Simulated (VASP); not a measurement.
# Al5N (P-62m) in VASP: further runs

Al5N is run at these levels: PBE; tasks: single point, relaxation of cell and atoms.

All numbers are computed with VASP 6.6.1; they aren't measurements. Logs are shortened: lines on timing, memory, paths and dates and some standing lists are left out, and cuts for length are marked.

### Step 1. The cell of the first run

The structure is hexagonal, space group P-62m (No. 189). Conventional cell: a = 4.963 Å, b = 4.963 Å, c = 4.178 Å, α = 90.00°, β = 90.00°, γ = 120.00°. Within 3.4 Å of Al (site symmetry m2m) lie 2 N at 2.60 Å and 10 Al at 2.67 to 2.97 Å. Al (site symmetry -6) has 9 Al at 2.70 to 2.87 Å and 3 N at 2.87 Å within 3.6 Å. N (site symmetry -62m) has 12 Al at 2.60 to 2.87 Å within 3.4 Å.

The cell was built from a structure type or drawn by symmetry, and may not be a known phase.

### Step 2. Single point, PBE

INCAR reads:

```
SYSTEM = Al5N
ALGO = Normal ; EDIFF = 1E-6
ENCUT = 520 ; GGA = PE
ISIF = 2 ; ISMEAR = 0
LASPH = .TRUE. ; LCHARG = .FALSE.
LREAL = .FALSE. ; LWAVE = .FALSE.
NBANDS = 19 ; NELM = 80
PREC = Accurate ; SIGMA = 0.1
```

KPOINTS reads:

```
k-points
0
G
  12 12 10
  0 0 0
```

POSCAR reads:

```
Al5N
1.0
    4.9630261778      0.0000000000      0.0000000000
   -2.4815130889      4.2981067496      0.0000000000
    0.0000000000      0.0000000000      4.1776567981
Al N
5 1
Direct
    0.3103943226      0.0000000000      0.0000000000
    0.0000000000      0.3103943226      0.0000000000
    0.6896056774      0.6896056774      0.0000000000
    0.3333333333      0.6666666667      0.5000000000
    0.6666666667      0.3333333333      0.5000000000
    0.0000000000      0.0000000000      0.5000000000
```

Potentials or basis: VASP PAW PBE potentials, release 64 (Al, N).

Started as:

```console
$ cat potpaw_PBE.64/Al/POTCAR potpaw_PBE.64/N/POTCAR > POTCAR
$ mpirun -np 1 vasp_std > vasp.out
```

OUTCAR:

```text
SYSTEM = Al5N
   EDIFF = 1E-6
   ENCUT = 520
   GGA = PE
   ISIF = 2
   ISMEAR = 0
   LASPH = .TRUE.
   LREAL = .FALSE.
   NELM = 80
   PREC = Accurate

 ion  position               nearest neighbor table
   1  0.310  0.000  0.000-   2 2.67   3 2.67   4 2.70   4 2.70   5 2.70   5 2.70   2 2.97   3 2.97
                             2 2.97   3 2.97
   2  0.000  0.310  0.000-   3 2.67   1 2.67   5 2.70   5 2.70   4 2.70   4 2.70   1 2.97   3 2.97
                             3 2.97   1 2.97
   3  0.690  0.690  0.000-   2 2.67   1 2.67   5 2.70   5 2.70   4 2.70   4 2.70   1 2.97   2 2.97
                             2 2.97   1 2.97
   4  0.333  0.667  0.500-   1 2.70   1 2.70   2 2.70   2 2.70   3 2.70   3 2.70   5 2.87   5 2.87
                             5 2.87
   5  0.667  0.333  0.500-   2 2.70   2 2.70   1 2.70   1 2.70   3 2.70   3 2.70   4 2.87   4 2.87
                             4 2.87
   6  0.000  0.000  0.500-

  LATTYP: Found a hexagonal cell.
 ALAT       =     4.9630261778
 C/A-ratio  =     0.8417559466

  Lattice vectors:

 A1 = (   4.9630261778,   0.0000000000,   0.0000000000)
 A2 = (  -2.4815130889,   4.2981067496,   0.0000000000)
 A3 = (   0.0000000000,   0.0000000000,   4.1776567981)

Analysis of symmetry for initial positions (statically):
=====================================================================
 Subroutine PRICEL returns:
 Original cell was already a primitive cell.

 Routine SETGRP: Setting up the symmetry group for a
 hexagonal supercell.

 Subroutine GETGRP returns: Found 12 space group operations
 (whereof 12 operations were pure point group operations)
 out of a pool of 24 trial point group operations.

The static configuration has the point symmetry D_3h.

Analysis of symmetry for dynamics (positions and initial velocities):
=====================================================================
 Subroutine PRICEL returns:
 Original cell was already a primitive cell.

 Routine SETGRP: Setting up the symmetry group for a
 hexagonal supercell.

 Subroutine GETGRP returns: Found 12 space group operations
 (whereof 12 operations were pure point group operations)
 out of a pool of 24 trial point group operations.

The dynamic configuration has the point symmetry D_3h.

 Subroutine INISYM returns: Found 12 space group operations
 (whereof 12 operations are pure point group operations),
 and found     1 'primitive' translations

----------------------------------------------------------------------------------------
[... 106 lines left out ...]
   NFREE  =      0    steps in history (QN), initial steepest desc. (CG)
   ISIF   =      2    stress and relaxation
   ISYM   =      2    0-nonsym 1-usesym 2-fastsym
   POTIM  = 0.5000    time-step for ionic-motion
   TEBEG  =    0.0;   TEEND  =   0.0 temperature during run
   PSTRESS=    0.0 pullay stress
   NELECT =      20.0000    total number of electrons
   NUPDOWN=      -1.0000    fix difference up-down
   EMIN   =  10.00;   EMAX   =-10.00  energy-range for DOS
   EFERMI =   0.00;   METHOD = LEGACY
   ISMEAR =     0;   SIGMA  =   0.10  broadening in eV -4-tet -1-fermi 0-gaus
   EFERMI_NEDOS =   21; number of points for ismear=-14 and -15
   IALGO  =     38    algorithm
   IMIX   =      4    mixing-type and parameters
     AMIX     =   0.40;   BMIX     =  1.00
     AMIX_MAG =   1.60;   BMIX_MAG =  1.00
  volume/ion in A,a.u.               =      14.85       100.23
  Fermi-wavevector in a.u.,A,eV,Ry     =   0.994869  1.880030 13.466567  0.989765
  Thomas-Fermi vector in A             =   2.126850
   LORBIT       =      0    0 simple, 1 ext, 2 COOP (PROOUT), +10 PAW based schemes
   GGA     = PE    functional components
   LHFCALC =     F    Hartree Fock is set to
   AEXX    =    0.0000 exact exchange contribution
   IVDW    =     0    specifies the selected vdW correction
   LEPSILON=     F    determine dielectric tensor
   LRPA    =     F    only Hartree local field effects (RPA)
 non-spin polarized calculation
 Gauss-broadening in eV      SIGMA  =   0.10
  energy-cutoff  :      520.00
  volume of cell :       89.12
 maximum number of plane-waves:      2440
 NGX is ok and might be reduce to    40
   NGX = 19   NGY = 19   NGZ = 15

 number of electron      20.0000001 magnetization

 Free energy of the ion-electron system (eV)
  ---------------------------------------------------
  ext. energy  EPLUGINS =         0.00000000
  ---------------------------------------------------
  free energy    TOTEN  =       -23.92569578 eV

  energy without entropy =      -23.91464311  energy(sigma->0) =      -23.92016944

 E-fermi :   7.6956     XC(G=0): -10.3953

 val. band max:        7.6914981303   @ k =   0.1667   0.1667   0.4000
 cond. band min:       7.6956985422   @ k =   0.1667   0.1667   0.5000
 fundamental gap:      0.0042004119
 Fermi energy:         7.6956459937

 k-point     1 :       0.0000    0.0000    0.0000
  band No.  band energies     occupation
      1      -6.2859      2.00000
      2      -1.5136      2.00000
      3       3.2861      2.00000
      4       3.3924      2.00000
      5       3.3924      2.00000
      6       4.0344      2.00000
[... 505 lines left out ...]
      6       4.6630      2.00000
[... 11 lines left out ...]
     18      12.8339      0.00000
     19      13.9624      0.00000

 [... further k-points ...]

------------------------ aborting loop because EDIFF is reached ----------------------------------------

  FORCE on cell =-STRESS in cart. coord.  units (eV):
  Direction    XX          YY          ZZ          XY          YZ          ZX
  --------------------------------------------------------------------------------------
  -------------------------------------------------------------------------------------
  Total       -0.0294795     -0.0294795     -0.0460603      0.0000000      0.0000000      0.0000000
  in kB       -0.5299978     -0.5299978     -0.8280956      0.0000000      0.0000000      0.0000000
  external PRESSURE =      -0.6293637 kB  Pullay stress =       0.0000000 kB

 VOLUME and BASIS-vectors are now :
 -----------------------------------------------------------------------------
  energy-cutoff  :      520.00
  volume of cell :       89.12
      direct lattice vectors                 reciprocal lattice vectors
     4.963026178  0.000000000  0.000000000     0.201489971  0.116330289  0.000000000
    -2.481513089  4.298106750  0.000000000     0.000000000  0.232660578  0.000000000
     0.000000000  0.000000000  4.177656798     0.000000000  0.000000000  0.239368634

 POSITION                                       TOTAL-FORCE (eV/Angst)
 -----------------------------------------------------------------------------------
      1.54050      0.00000      0.00000         0.000736      0.000000      0.000000
     -0.77025      1.33411      0.00000        -0.000368      0.000637     -0.000000
      1.71127      2.96400      0.00000        -0.000368     -0.000637      0.000000
     -0.00000      2.86540      2.08883         0.000000      0.000000      0.000000
      2.48151      1.43270      2.08883         0.000000      0.000000      0.000000
      0.00000      0.00000      2.08883         0.000000      0.000000      0.000000
 -----------------------------------------------------------------------------------
    total drift:                               -0.000000     -0.000000     -0.000000

  FREE ENERGIE OF THE ION-ELECTRON SYSTEM (eV)
  ---------------------------------------------------
  free  energy   TOTEN  =       -23.9256957760 eV

  energy  without entropy=      -23.9146431069  energy(sigma->0) =      -23.92016944
```

Run time: 80 s. Hardware: 1 thread of Intel Xeon 6975P-C (Granite Rapids), shared host; peak memory 0.31 GiB.

Results:

```yaml
Free_energy: -23.9257 eV
Pressure: -0.1 GPa
Band_gap_on_the_k_mesh: zero (bands 10 and 11 overlap by 2.09 eV)
```

Levels at points of the mesh, in eV from the Fermi level:
```csv
k point,band 6,band 7,band 8,band 9,band 10,band 11,band 12,band 13,band 14,band 15
"(0.00, 0.00, 0.00)",-3.66,-3.35,-3.35,-2.97,-0.53,0.84,1.62,1.62,3.16,3.56
"(0.50, 0.00, 0.00)",-3.60,-1.99,-1.66,-0.52,0.35,0.36,0.76,2.56,2.61,2.89
"(0.00, 0.00, 0.50)",-3.43,-2.30,-1.44,-1.44,-1.44,-1.44,-0.76,-0.64,-0.64,2.31
"(0.50, 0.00, 0.50)",-4.34,-4.24,-2.98,-0.37,0.66,1.10,1.58,3.64,3.87,4.62
```

### Step 3. Relaxation of cell and atoms, PBE

This run uses another cell than the first one, of 14.71 Å³/atom.

INCAR reads:

```
PREC = Accurate
ENCUT = 600
EDIFF = 1E-6
ISMEAR = 0
SIGMA = 0.1
LREAL = F
LASPH = T
NELM = 100
ALGO = Normal
ISIF = 3
LWAVE = F
LCHARG = F
GGA = PE
IBRION = 2
NSW = 100
EDIFFG = -0.01
```

KPOINTS reads:

```
Automatic mesh
0
Gamma
  12 12 8
```

POSCAR reads:

```
Al5N
1.0
    4.7648240664      0.0000000000      0.0000000000
   -2.3824120332      4.1264586860      0.0000000000
    0.0000000000      0.0000000000      4.4877413758
Al N
5 1
Direct
    0.3170836204      0.0000000000      0.0000000000
    0.0000000000      0.3170836204      0.0000000000
    0.6829163796      0.6829163796      0.0000000000
    0.3333333333      0.6666666667      0.5000000000
    0.6666666667      0.3333333333      0.5000000000
    0.0000000000      0.0000000000      0.5000000000
```

Potentials or basis: VASP PAW PBE potentials, release 64 (Al, N).

Started as:

```console
$ cat potpaw_PBE.64/Al/POTCAR potpaw_PBE.64/N/POTCAR > POTCAR
$ mpirun -np 1 vasp_std > vasp.out
```

OUTCAR:

```text
PREC = Accurate
   ENCUT = 600
   EDIFF = 1E-6
   ISMEAR = 0
   LREAL = F
   LASPH = T
   NELM = 100
   ISIF = 3
   GGA = PE
   IBRION = 2
   NSW = 100
   EDIFFG = -0.01

 ion  position               nearest neighbor table
   1  0.317  0.000  0.000-   2 2.62   3 2.62   4 2.77   4 2.77   5 2.77   5 2.77   2 2.82   3 2.82
                             2 2.82   3 2.82
   2  0.000  0.317  0.000-   3 2.62   1 2.62   5 2.77   5 2.77   4 2.77   4 2.77   1 2.82   3 2.82
                             3 2.82   1 2.82
   3  0.683  0.683  0.000-   2 2.62   1 2.62   5 2.77   5 2.77   4 2.77   4 2.77   1 2.82   2 2.82
                             2 2.82   1 2.82
   4  0.333  0.667  0.500-   5 2.75   5 2.75   5 2.75   1 2.77   1 2.77   2 2.77   2 2.77   3 2.77
                             3 2.77
   5  0.667  0.333  0.500-   4 2.75   4 2.75   4 2.75   2 2.77   2 2.77   1 2.77   1 2.77   3 2.77
[... 424 lines left out ...]
      7       4.4766      2.00000
      8       4.6426      2.00000
      9       4.6426      2.00000
     10       7.2380      2.00000
     11       8.2993      0.00000
     12       9.3012      0.00000
     13       9.3012      0.00000
     14      10.8124      0.00000
[... 377 lines left out ...]
      1      -5.8171      2.00000
      2      -1.4564      2.00000
      3       0.9732      2.00000
      4       2.6086      2.00000
      5       2.7532      2.00000
      6       4.7406      2.00000
      7       4.8892      2.00000
      8       6.5293      2.00000
      9       6.8630      2.00000
     10       7.3225      2.00000
     11       8.0209      0.00729
     12       8.5739      0.00000
     13       9.4417      0.00000
     14      10.6894      0.00000

 [... further k-points ...]

------------------------ aborting loop because EDIFF is reached ----------------------------------------

  FORCE on cell =-STRESS in cart. coord.  units (eV):
  Direction    XX          YY          ZZ          XY          YZ          ZX
  --------------------------------------------------------------------------------------
  -------------------------------------------------------------------------------------
  Total       -0.0214824     -0.0214824      0.0041798      0.0000000      0.0000000      0.0000000
  in kB       -0.3902205     -0.3902205      0.0759256      0.0000000      0.0000000      0.0000000
  external PRESSURE =      -0.2348385 kB  Pullay stress =       0.0000000 kB
[... 21 lines left out ...]
  FREE ENERGIE OF THE ION-ELECTRON SYSTEM (eV)
  ---------------------------------------------------
  free  energy   TOTEN  =       -23.9258249429 eV

  energy  without entropy=      -23.9155067655  energy(sigma->0) =      -23.92066585

 reached required accuracy - stopping structural energy minimisation
```

Wall time 5.5 min (1 thread of Intel Xeon 6975P-C (Granite Rapids), shared host); peak memory 0.32 GiB.

Results:

```
Free energy                           : -23.9258 eV
Relaxed volume                        : 14.70 Å³/atom
Relaxed cell                          : a = 4.852 Å, b = 4.852 Å, c = 4.327 Å, α = 90.00°, β = 90.00°, γ = 120.00°
Space group after relaxing (to 0.1 Å) : P-62m (No. 189)
Energy gained by relaxing             : 4.4 meV/atom
Ionic steps                           : 11
Pressure after relaxing               : 0.0 GPa
```

Forces in eV/Å, atoms in the order of the input:
```
Al   0.002  0.000  0.000
Al  -0.001  0.002  0.000
Al  -0.001 -0.002  0.000
Al   0.000  0.000  0.000
Al   0.000  0.000  0.000
N    0.000  0.000  0.000
```

Step by step:
```csv
step,energy change (eV),largest force (eV/Å),pressure (GPa),volume (Å³)
1,0.0000,0.2730,-0.26,88.24
2,-0.0156,0.0250,-0.05,87.92
3,-0.0175,0.0883,0.10,87.77
4,-0.0200,0.0824,0.02,87.87
5,-0.0247,0.0680,-0.14,88.15
6,-0.0236,0.0526,-0.17,88.66
7,-0.0259,0.0562,-0.20,88.38
8,-0.0258,0.0445,0.32,87.89
9,-0.0263,0.0072,0.05,88.14
10,-0.0264,0.0102,-0.08,88.26
11,-0.0264,0.0020,-0.02,88.20
```

Final structure:
```cif
data_structure
_symmetry_space_group_name_H-M 'P 1'
_symmetry_Int_Tables_number 1
_cell_length_a 4.8516
_cell_length_b 4.8516
_cell_length_c 4.3269
_cell_angle_alpha 90.000
_cell_angle_beta 90.000
_cell_angle_gamma 120.000
_cell_volume 88.20
loop_
_atom_site_label
_atom_site_type_symbol
_atom_site_fract_x
_atom_site_fract_y
_atom_site_fract_z
_atom_site_occupancy
Al1 Al 0.31568 0.00000 0.00000 1
Al2 Al 0.00000 0.31568 0.00000 1
Al3 Al 0.68432 0.68432 0.00000 1
Al4 Al 0.33333 0.66667 0.50000 1
Al5 Al 0.66667 0.33333 0.50000 1
N1 N 0.00000 0.00000 0.50000 1
```

Caveat: the highest band is partly filled, so the run has too few bands.
